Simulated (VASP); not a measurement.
Here is a VASP 6.6.1 calculation.

File INCAR:

```
  PREC = Accurate
  ENCUT = 520
  EDIFF = 1E-6
  ISMEAR = 0
  SIGMA = 0.02
  LREAL = F
  LASPH = T
  NELM = 80
  ALGO = Normal
  ISIF = 2
  LWAVE = F
  LCHARG = F
  GGA = PE
  NBANDS = 33
```

File KPOINTS:

```
regular mesh
0
Gamma
  4 4 2
```

File POSCAR:

```
TiO2
1.0
    2.6805548658     -2.7284128728     -0.0617389515
    2.6752617647      2.7231209861     -0.0543959535
   -2.7090875630      0.0090815493      4.8052823094
Ti O
2 4
Direct
    0.1219484995      0.8575515384      0.2362471605
    0.8755807488      0.1482181876      0.7558577591
    0.3540058329      0.0989456189      0.6738295210
    0.6731971283      0.9418963086      0.3216654504
    0.9681807552      0.6826863602      0.8467382601
    0.0640405078      0.3491038293      0.1745947979
```

Potentials or basis: VASP PAW PBE potentials, release 64 (Ti_sv, O).

Run with:

```bash
$ cat potpaw_PBE.64/Ti_sv/POTCAR potpaw_PBE.64/O/POTCAR > POTCAR
$ mpirun -np 1 vasp_std > vasp.out
```

Question: Estimate the largest force.

Answer: 1.848 eV/Å.

Question: What does it give for the band gap on the k mesh?

Answer: 2.18 eV (least direct gap 2.61 eV).

Question: Estimate the pressure.

Answer: 2.8 GPa.

Forces in eV/Å, atoms in the order of the input:
```
Ti   0.484  0.326  1.753
Ti  -0.156 -0.230 -0.931
O    0.086 -0.288 -0.038
O   -0.567  0.149  0.818
O   -0.025  0.209 -1.201
O    0.178 -0.167 -0.401
```

Caveat: the k points lie up to 0.64 Å⁻¹ apart; forces of over 1 eV/Å act on the atoms, so gaps and moduli don't describe the material at rest. A k mesh can miss the band edges.
